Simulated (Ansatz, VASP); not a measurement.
# ZrC in VASP and in Ansatz

```xyz
2
Lattice="0.0235 2.3620 2.3620 2.3620 0.0235 2.3620 2.3620 2.3620 0.0235" Properties=species:S:1:pos:R:3 pbc="T T T"
Zr    2.3737    2.3737    2.3737
C     0.0000    0.0000    0.0000
```

Change from the starting cell: equal xy, yz and zx shear strains of +1 %.

Alike in both runs: task single point; functional PBEsol; k mesh 15 × 15 × 15; occupations fermi-dirac, width 0.05 eV; no spin polarisation.

|  | VASP | Ansatz |
| --- | --- | --- |
| version | VASP 6.6.1 | Ansatz 0.2.0 |
| potentials or method | VASP PAW PBE potentials, release 64 (Zr_sv, C), cutoff 520 eV | all-electron LAPW, scalar-relativistic |

VASP gave:

| Item | Value |
| --- | --- |
| pressure (GPa) | -4.2 |
| traceless stress, the component that is largest in VASP (GPa) | -1.56 |

Task: Estimate Ansatz's values.

Result: Pressure (GPa): -4.5; traceless stress, the component that is largest in VASP (GPa): -1.56.

VASP's potentials were made for PBE, not for PBEsol. Ansatz ran all-electron here, and VASP with PAW potentials.
